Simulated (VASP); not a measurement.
# PrHRh3 (R3m) in VASP: notebook, part 2 of 2

VASP 6.6.1.

## (3) Single point, PBE (15.47 Å³/atom)

This run uses another cell than the first one, of 15.47 Å³/atom.

Input file INCAR:

```
SYSTEM = PrHRh3
PREC = Accurate
ENCUT = 500
EDIFF = 1E-6
ISMEAR = 0
SIGMA = 0.1
LREAL = .False.
LASPH = .True.
NELM = 200
ALGO = Normal
ISIF = 2
LWAVE = .False.
LCHARG = .True.
GGA = PE
LELF = .True.
LVHAR = .True.
NBANDS = 36
GGA_COMPAT = .False.
LMAXMIX = 6
```

Input file KPOINTS:

```
Automatic mesh
0
Gamma
  6 6 6
  0 0 0
```

Input file POSCAR:

```
PrHRh3
1.0
    3.0111728054      1.7385014298      2.4625630687
   -3.0111728054      1.7385014298      2.4625630687
    0.0000000000     -3.4770028595      2.4625630687
Pr H Rh
1 1 3
Direct
    0.9840217526      0.9840217526      0.9840217526
    0.6073184285      0.6073184285      0.6073184285
    0.4810362081      0.0002532226      0.4810362081
    0.4810362081      0.4810362081      0.0002532226
    0.0002532226      0.4810362081      0.4810362081
```

Potentials or basis: VASP PAW PBE potentials, release 64 (Pr_3, H, Rh_pv), 4f in core.

Command:

```bash
$ cat potpaw_PBE.64/Pr_3/POTCAR potpaw_PBE.64/H/POTCAR potpaw_PBE.64/Rh_pv/POTCAR > POTCAR
$ mpirun -np 1 vasp_std > vasp.out
```

OUTCAR:

```text
SYSTEM = PrHRh3
   PREC = Accurate
   ENCUT = 500
   EDIFF = 1E-6
   ISMEAR = 0
   LREAL = .False.
   LASPH = .True.
   NELM = 200
   ISIF = 2
   GGA = PE

 ion  position               nearest neighbor table
   1  0.984  0.984  0.984-   3 3.00   5 3.00   4 3.00   5 3.01   3 3.01   3 3.01   5 3.01   4 3.01
                             4 3.01   5 3.03   3 3.03   4 3.03
   2  0.607  0.607  0.607-   4 1.84   3 1.84   5 1.84
   3  0.481  0.000  0.481-   2 1.84   4 2.90   5 2.90   1 3.00   1 3.01   1 3.01   4 3.02   4 3.02
                             5 3.02   5 3.02   1 3.03   4 3.13   5 3.13
   4  0.481  0.481  0.000-   2 1.84   3 2.90   5 2.90   1 3.00   1 3.01   1 3.01   3 3.02   5 3.02
                             5 3.02   3 3.02   1 3.03   5 3.13   3 3.13
   5  0.000  0.481  0.481-   2 1.84   4 2.90   3 2.90   1 3.00   1 3.01   1 3.01   4 3.02   4 3.02
                             3 3.02   3 3.02   1 3.03   4 3.13   3 3.13

  LATTYP: Found a trigonal (rhomboedric) cell.
 ALAT       =     4.2607236184
 COS(alpha) =     0.0010709858

  Lattice vectors:

 A1 = (   3.0111728054,   1.7385014298,   2.4625630687)
 A2 = (  -3.0111728054,   1.7385014298,   2.4625630687)
 A3 = (   0.0000000000,  -3.4770028595,   2.4625630687)

[... 184 lines left out ...]
 fundamental gap:      0.0168397075
 Fermi energy:         7.2746434961

 k-point     1 :       0.0000    0.0000    0.0000
  band No.  band energies     occupation
      1     -38.5325      2.00000
      2     -38.4648      2.00000
      3     -38.4648      2.00000
      4     -38.3430      2.00000
      5     -38.3430      2.00000
      6     -38.3117      2.00000
[... 925 lines left out ...]
     35      12.2201      0.00000
     36      12.6471      0.00000

 [... further k-points ...]

------------------------ aborting loop because EDIFF is reached ----------------------------------------

  FORCE on cell =-STRESS in cart. coord.  units (eV):
  Direction    XX          YY          ZZ          XY          YZ          ZX
  --------------------------------------------------------------------------------------
  -------------------------------------------------------------------------------------
  Total       -3.1536701     -3.1536701     -3.1657815      0.0000000     -0.0000000      0.0000000
  in kB      -65.3247113    -65.3247113    -65.5755858      0.0000000     -0.0000000      0.0000000
  external PRESSURE =     -65.4083361 kB  Pullay stress =       0.0000000 kB

 VOLUME and BASIS-vectors are now :
 -----------------------------------------------------------------------------
  energy-cutoff  :      500.00
  volume of cell :       77.35
      direct lattice vectors                 reciprocal lattice vectors
     3.011172805  1.738501430  2.462563069     0.166048258  0.095868007  0.135360323
    -3.011172805  1.738501430  2.462563069    -0.166048258  0.095868007  0.135360323
     0.000000000 -3.477002860  2.462563069     0.000000000 -0.191736013  0.135360323

 POSITION                                       TOTAL-FORCE (eV/Angst)
 -----------------------------------------------------------------------------------
      0.00000      0.00000      7.26965         0.000000      0.000000      0.007683
      0.00000      0.00000      4.48668         0.000000     -0.000000     -0.001559
      1.44772     -0.83584      2.36979        -0.000937      0.000541     -0.002041
      0.00000      1.67168      2.36979         0.000000     -0.001082     -0.002041
     -1.44772     -0.83584      2.36979         0.000937      0.000541     -0.002041
 -----------------------------------------------------------------------------------
    total drift:                               -0.000000      0.000009     -0.000465

  FREE ENERGIE OF THE ION-ELECTRON SYSTEM (eV)
  ---------------------------------------------------
  free  energy   TOTEN  =       -31.3979619330 eV

  energy  without entropy=      -31.3774431978  energy(sigma->0) =      -31.38770257
```

OSZICAR:

```text
N       E                     dE             d eps       ncg     rms          rms(c)
DAV:   1     0.639987666799E+03    0.63999E+03   -0.33035E+04  2328   0.163E+03
DAV:   2    -0.801499750664E+01   -0.64800E+03   -0.63377E+03  2436   0.504E+02
DAV:   3    -0.324593008484E+02   -0.24444E+02   -0.23680E+02  2932   0.964E+01
DAV:   4    -0.333367467412E+02   -0.87745E+00   -0.87199E+00  3116   0.139E+01
DAV:   5    -0.333529057520E+02   -0.16159E-01   -0.16157E-01  2832   0.180E+00    0.144E+01
DAV:   6    -0.322696267964E+02    0.10833E+01   -0.20360E+01  2620   0.254E+01    0.719E+00
DAV:   7    -0.314399338434E+02    0.82969E+00   -0.34802E+00  2672   0.116E+01    0.346E+00
DAV:   8    -0.314012287825E+02    0.38705E-01   -0.19617E-01  3056   0.216E+00    0.820E-01
DAV:   9    -0.313978260115E+02    0.34028E-02   -0.19198E-02  2696   0.769E-01    0.272E-01
DAV:  10    -0.313979920983E+02   -0.16609E-03   -0.14672E-03  2740   0.257E-01    0.442E-02
DAV:  11    -0.313979656232E+02    0.26475E-04   -0.20595E-04  2648   0.915E-02    0.161E-02
DAV:  12    -0.313979624612E+02    0.31621E-05   -0.14941E-05  2380   0.209E-02    0.473E-03
DAV:  13    -0.313979619330E+02    0.52815E-06   -0.77341E-07  1432   0.636E-03
   1 F= -.31397962E+02 E0= -.31387703E+02  d E =-.205187E-01
```

stdout:

```text
POSCAR found type information on POSCAR PrH Rh
 POSCAR found :  3 types and       5 ions
 scaLAPACK will be used
 LDA part: xc-table for (Slater+PW92), standard interpolation
 POSCAR, INCAR and KPOINTS ok, starting setup
 FFT: planning ... GRIDC
 FFT: planning ... GRID_SOFT
 FFT: planning ... GRID
 WAVECAR not read
 entering main loop
```

It took 65 s on 1 thread of Intel Xeon Platinum 8375C at 2.90GHz (Ice Lake), shared host; peak memory 0.22 GiB.

Results:

| Quantity | Value |
| --- | --- |
| Free energy | -31.3980 eV |
| Pressure | -6.5 GPa |
| Largest force | 0.008 eV/Å |
| Band gap on the k mesh | zero (an odd number of electrons rules out a gap without spin polarisation) |

Forces in eV/Å, atoms in the order of the input:
```
Pr   0.000  0.000  0.008
H    0.000  0.000 -0.002
Rh  -0.001  0.001 -0.002
Rh   0.000 -0.001 -0.002
Rh   0.001  0.001 -0.002
```

Caveat: the cell stands under tension; spin-orbit coupling is left out, which moves the levels of the heavy elements; the 4f electrons are frozen in the core, so they carry no moment and show no levels. Spin polarisation is off, so any magnetic state and its effect on volume and gap are missing.

## (4) Single point, PBE (16.05 Å³/atom)

This run uses another cell than the first one, of 16.05 Å³/atom.

INCAR: that of step 3 with these lines changed.

```diff
@@ -12,6 +12,4 @@
 LWAVE = .False.
-LCHARG = .True.
+LCHARG = .False.
 GGA = PE
-LELF = .True.
-LVHAR = .True.
 NBANDS = 36
```

KPOINTS is that of step 3.

Input file POSCAR:

```
PrHRh3
1.0
    3.0438524649      1.7573690400      2.5009116186
   -3.0438524649      1.7573690400      2.5009116186
    0.0000000000     -3.5147380800      2.5009116186
Pr H Rh
1 1 3
Direct
    0.9811904853      0.9811904853      0.9811904853
    0.6199895370      0.6199895370      0.6199895370
    0.4771709626     -0.0018561276      0.4771709626
    0.4771709626      0.4771709626     -0.0018561276
   -0.0018561276      0.4771709626      0.4771709626
```

Potentials or basis: VASP PAW PBE potentials, release 64 (Pr_3, H, Rh_pv), 4f in core.

Command:

```bash
$ cat potpaw_PBE.64/Pr_3/POTCAR potpaw_PBE.64/H/POTCAR potpaw_PBE.64/Rh_pv/POTCAR > POTCAR
$ mpirun -np 1 vasp_std > vasp.out
```

OUTCAR:

```text
SYSTEM = PrHRh3
   PREC = Accurate
   ENCUT = 500
   EDIFF = 1E-6
   ISMEAR = 0
   LREAL = .False.
   LASPH = .True.
   NELM = 200
   ISIF = 2
   GGA = PE

 ion  position               nearest neighbor table
   1  0.981  0.981  0.981-   3 3.03   5 3.03   4 3.03   4 3.04   4 3.04   3 3.04   5 3.04   3 3.04
                             5 3.04   5 3.08   3 3.08   4 3.08
   2  0.620  0.620  0.620-   3 1.85   5 1.85   4 1.85
   3  0.477  0.998  0.477-   2 1.85   5 2.92   4 2.92   1 3.03   1 3.04   1 3.04   4 3.06   4 3.06
                             5 3.06   5 3.06   1 3.08   5 3.17   4 3.17
   4  0.477  0.477  0.998-   2 1.85   3 2.92   5 2.92   1 3.03   1 3.04   1 3.04   5 3.06   3 3.06
                             3 3.06   5 3.06   1 3.08   5 3.17   3 3.17
   5  0.998  0.477  0.477-   2 1.85   3 2.92   4 2.92   1 3.03   1 3.04   1 3.04   4 3.06   4 3.06
                             3 3.06   3 3.06   1 3.08   3 3.17   4 3.17

  LATTYP: Found a trigonal (rhomboedric) cell.
 ALAT       =     4.3136924664
 COS(alpha) =     0.0041846130

  Lattice vectors:

 A1 = (   3.0438524649,   1.7573690400,   2.5009116186)
 A2 = (  -3.0438524649,   1.7573690400,   2.5009116186)
 A3 = (   0.0000000000,  -3.5147380800,   2.5009116186)

[... 184 lines left out ...]
 fundamental gap:      0.0135587195
 Fermi energy:         6.8433503271

 k-point     1 :       0.0000    0.0000    0.0000
  band No.  band energies     occupation
      1     -38.9003      2.00000
      2     -38.8251      2.00000
      3     -38.8251      2.00000
      4     -38.7208      2.00000
      5     -38.7208      2.00000
      6     -38.6837      2.00000
[... 925 lines left out ...]
     35      11.8104      0.00000
     36      12.0697      0.00000

 [... further k-points ...]

------------------------ aborting loop because EDIFF is reached ----------------------------------------

  FORCE on cell =-STRESS in cart. coord.  units (eV):
  Direction    XX          YY          ZZ          XY          YZ          ZX
  --------------------------------------------------------------------------------------
  -------------------------------------------------------------------------------------
  Total       -5.0426805     -5.0426805     -5.0570328      0.0000000      0.0000000      0.0000000
  in kB     -100.6551202   -100.6551202   -100.9416001      0.0000000      0.0000000      0.0000000
  external PRESSURE =    -100.7506135 kB  Pullay stress =       0.0000000 kB

 VOLUME and BASIS-vectors are now :
 -----------------------------------------------------------------------------
  energy-cutoff  :      500.00
  volume of cell :       80.27
      direct lattice vectors                 reciprocal lattice vectors
     3.043852465  1.757369040  2.500911619     0.164265517  0.094838741  0.133284731
    -3.043852465  1.757369040  2.500911619    -0.164265517  0.094838741  0.133284731
     0.000000000 -3.514738080  2.500911619     0.000000000 -0.189677481  0.133284731

 POSITION                                       TOTAL-FORCE (eV/Angst)
 -----------------------------------------------------------------------------------
      0.00000      0.00000      7.36161         0.000000      0.000000      0.000976
      0.00000      0.00000      4.65162         0.000000      0.000000     -0.001846
     -1.58576      0.91554      4.88299         0.000681     -0.000393      0.000290
      0.00000     -1.83108      4.88299         0.000000      0.000787      0.000290
      1.58576      0.91554      4.88299        -0.000681     -0.000393      0.000290
 -----------------------------------------------------------------------------------
    total drift:                                0.000000      0.000006      0.000370

  FREE ENERGIE OF THE ION-ELECTRON SYSTEM (eV)
  ---------------------------------------------------
  free  energy   TOTEN  =       -31.2465859718 eV

  energy  without entropy=      -31.2256965141  energy(sigma->0) =      -31.23614124
```

OSZICAR:

```text
N       E                     dE             d eps       ncg     rms          rms(c)
DAV:   1     0.629436825060E+03    0.62944E+03   -0.33247E+04  2328   0.163E+03
DAV:   2    -0.929250724180E+01   -0.63873E+03   -0.62523E+03  2460   0.499E+02
DAV:   3    -0.322193715150E+02   -0.22927E+02   -0.22208E+02  2908   0.932E+01
DAV:   4    -0.331069587206E+02   -0.88759E+00   -0.88358E+00  3164   0.138E+01
DAV:   5    -0.331232381621E+02   -0.16279E-01   -0.16275E-01  2764   0.180E+00    0.136E+01
DAV:   6    -0.321361367119E+02    0.98710E+00   -0.19914E+01  2636   0.248E+01    0.715E+00
DAV:   7    -0.312883412660E+02    0.84780E+00   -0.34859E+00  2680   0.114E+01    0.324E+00
DAV:   8    -0.312502903332E+02    0.38051E-01   -0.20401E-01  3080   0.216E+00    0.800E-01
DAV:   9    -0.312464481209E+02    0.38422E-02   -0.21431E-02  2704   0.812E-01    0.258E-01
DAV:  10    -0.312466071835E+02   -0.15906E-03   -0.14359E-03  2812   0.250E-01    0.444E-02
DAV:  11    -0.312465892864E+02    0.17897E-04   -0.19252E-04  2668   0.869E-02    0.158E-02
DAV:  12    -0.312465864813E+02    0.28050E-05   -0.13000E-05  2396   0.196E-02    0.450E-03
DAV:  13    -0.312465859718E+02    0.50956E-06   -0.75016E-07  1408   0.606E-03
   1 F= -.31246586E+02 E0= -.31236141E+02  d E =-.208895E-01
```

Run time: 74 s. Hardware: 1 thread of Intel Xeon Platinum 8375C at 2.90GHz (Ice Lake), shared host; peak memory 0.22 GiB.

Results:

```yaml
Free_energy: -31.2466 eV
Pressure: -10.1 GPa
Band_gap_on_the_k_mesh: zero (an odd number of electrons rules out a gap without spin polarisation)
```

Levels at points of the mesh, in eV from the Fermi level:
```
           k point  band 25  band 26  band 27  band 28  band 29  band 30  band 31  band 32
(0.00, 0.00, 0.00)    -0.40     0.31     0.48     0.48     0.57     1.14     3.54     3.54
(0.50, 0.00, 0.00)    -0.83    -0.79    -0.76    -0.65    -0.22     0.50     2.09     2.36
(0.50, 0.50, 0.00)    -1.18    -1.10    -1.03    -0.71    -0.60    -0.37     2.06     2.28
(0.50, 0.50, 0.50)    -1.09    -0.88     0.27     0.27     0.35     2.36     2.60     2.64
```

Caveat: the cell stands under tension; spin-orbit coupling is left out, which moves the levels of the heavy elements; the 4f electrons are frozen in the core, so they carry no moment and show no levels. Spin polarisation is off, so any magnetic state and its effect on volume and gap are missing.

## (5) Relaxation of shape and atoms at fixed volume, PBE (14.16 Å³/atom)

This run uses another cell than the first one, of 14.16 Å³/atom.

Input file INCAR:

```
SYSTEM = PrHRh3
PREC = Accurate ; ENCUT = 500
EDIFF = 1E-7 ; ISMEAR = 0
SIGMA = 0.1 ; LREAL = .FALSE.
LASPH = .TRUE. ; NELM = 200
ALGO = Normal ; ISIF = 4
LWAVE = .FALSE. ; LCHARG = .FALSE.
GGA = PE ; IBRION = 2
NSW = 50 ; EDIFFG = -0.01
GGA_COMPAT = .FALSE. ; NELMIN = 4
LMAXMIX = 6
```

Input file KPOINTS:

```
Automatic mesh
0
G
  6 6 6
  0 0 0
```

Input file POSCAR:

```
PrHRh3
1.0
    2.9233164332      1.6877775297      2.3909634336
   -2.9233164332      1.6877775297      2.3909634336
    0.0000000000     -3.3755550593      2.3909634336
Pr H Rh
1 1 3
Direct
    0.9948584604      0.9948584604      0.9948584604
    0.5696570666      0.5696570666      0.5696570666
    0.4931433376      0.0028636177      0.4931433376
    0.4931433376      0.4931433376      0.0028636177
    0.0028636177      0.4931433376      0.4931433376
```

Command:

```bash
$ cat potpaw_PBE.64/Pr_3/POTCAR potpaw_PBE.64/H/POTCAR potpaw_PBE.64/Rh_pv/POTCAR > POTCAR
$ mpirun -np 1 vasp_std > vasp.out
```

Wall time 8.2 min (1 thread of Intel Xeon Platinum 8259CL at 2.50GHz (Skylake/Cascade Lake), shared host); peak memory 0.22 GiB.

Results (log left out):

```yaml
Free_energy: -31.4639 eV
Energy_gained_by_relaxing: 1.2 meV/atom
Ionic_steps: 13
Pressure_after_relaxing: 4.0 GPa
Band_gap_on_the_k_mesh: zero (an odd number of electrons rules out a gap without spin polarisation)
```

Forces on the atoms (eV/Å):
```
Pr   0.000  0.000  0.003
H    0.000  0.000  0.000
Rh   0.001 -0.001 -0.001
Rh   0.000  0.001 -0.001
Rh  -0.001 -0.001 -0.001
```

Step by step:
| step | energy change (eV) | largest force (eV/Å) | pressure (GPa) | volume (Å³) |
| --- | --- | --- | --- | --- |
| 1 | 0.0000 | 0.0697 | 4.85 | 70.78 |
| 2 | -0.0005 | 0.0598 | 4.81 | 70.78 |
| 3 | -0.0008 | 0.0451 | 4.75 | 70.78 |
| 4 | -0.0011 | 0.0422 | 4.73 | 70.78 |
| 5 | -0.0016 | 0.0797 | 4.65 | 70.78 |
| 6 | -0.0018 | 0.0767 | 4.63 | 70.78 |
| 7 | -0.0024 | 0.0676 | 4.56 | 70.78 |
| 8 | -0.0036 | 0.0492 | 4.47 | 70.78 |
| 9 | -0.0050 | 0.0294 | 4.28 | 70.78 |
| 10 | -0.0052 | 0.0606 | 3.94 | 70.78 |
| 11 | -0.0055 | 0.0292 | 4.08 | 70.78 |
| 12 | -0.0052 | 0.0474 | 4.00 | 70.78 |
| 13 | -0.0059 | 0.0030 | 4.04 | 70.78 |

Final structure:
```cif
data_structure
_symmetry_space_group_name_H-M 'P 1'
_symmetry_Int_Tables_number 1
_cell_length_a 4.1366
_cell_length_b 4.1366
_cell_length_c 4.1366
_cell_angle_alpha 89.964
_cell_angle_beta 89.964
_cell_angle_gamma 89.964
_cell_volume 70.78
loop_
_atom_site_label
_atom_site_type_symbol
_atom_site_fract_x
_atom_site_fract_y
_atom_site_fract_z
_atom_site_occupancy
Pr1 Pr 0.00194 0.00194 0.00194 1
H1 H 0.54495 0.54495 0.54495 1
Rh1 Rh 0.50082 0.00513 0.50082 1
Rh2 Rh 0.50082 0.50082 0.00513 1
Rh3 Rh 0.00513 0.50082 0.50082 1
```

Levels at points of the mesh, in eV from the Fermi level:
| k point | band 24 | band 25 | band 26 | band 27 | band 28 | band 29 | band 30 | band 31 | band 32 | band 33 |
| --- | --- | --- | --- | --- | --- | --- | --- | --- | --- | --- |
| (0.00, 0.00, 0.00) | -0.51 | -0.51 | 0.38 | 0.66 | 0.66 | 0.67 | 3.13 | 3.71 | 3.71 | 4.24 |
| (0.50, 0.00, 0.00) | -1.63 | -1.00 | -0.93 | -0.93 | -0.82 | -0.31 | 0.67 | 2.37 | 2.40 | 3.39 |
| (0.50, 0.50, 0.00) | -1.72 | -1.41 | -1.35 | -1.33 | -0.88 | -0.78 | -0.56 | 2.71 | 2.82 | 3.35 |
| (0.50, 0.50, 0.50) | -1.85 | -1.35 | -1.35 | 0.38 | 0.38 | 0.39 | 3.08 | 3.09 | 3.09 | 3.16 |

Caveat: spin-orbit coupling is left out, which moves the levels of the heavy elements; the 4f electrons are frozen in the core, so they carry no moment and show no levels. Spin polarisation is off, so any magnetic state and its effect on volume and gap are missing.

## (6) Overview

| task | cell | gap on the mesh (eV) | pressure (GPa) | largest force (eV/Å) |
| --- | --- | --- | --- | --- |
| single point | a = 4.220 Å, 5 atoms, atomic positions A | none | -3.5 | 0.01 |
| single point | a = 4.261 Å, angles 89.9°, 5 atoms, atomic positions B | none | -6.5 | 0.01 |
| single point | a = 4.314 Å, angles 89.8°, 5 atoms, atomic positions C | none | -10.1 | - |
| relaxation of shape and atoms at fixed volume | relaxed from a = 4.137 Å, angles 89.9°, 5 atoms, atomic positions D | none | 4.0 | - |

Alike in all rows: level PBE; potentials or basis VASP PAW PBE potentials, release 64 (Pr_3, H, Rh_pv), 4f in core; no spin polarisation; k mesh 6 × 6 × 6; cutoff (eV) 500; smearing gaussian 0.1 eV.

Caveats: spin-orbit coupling is left out, which moves the levels of the heavy elements; the 4f electrons are frozen in the core, so they carry no moment and show no levels; the cell stands under tension (at least some runs).

Absolute energies hang on the potentials; compare differences alone.

The gap in the log of VASP goes by the Fermi energy; the results here count the filled bands.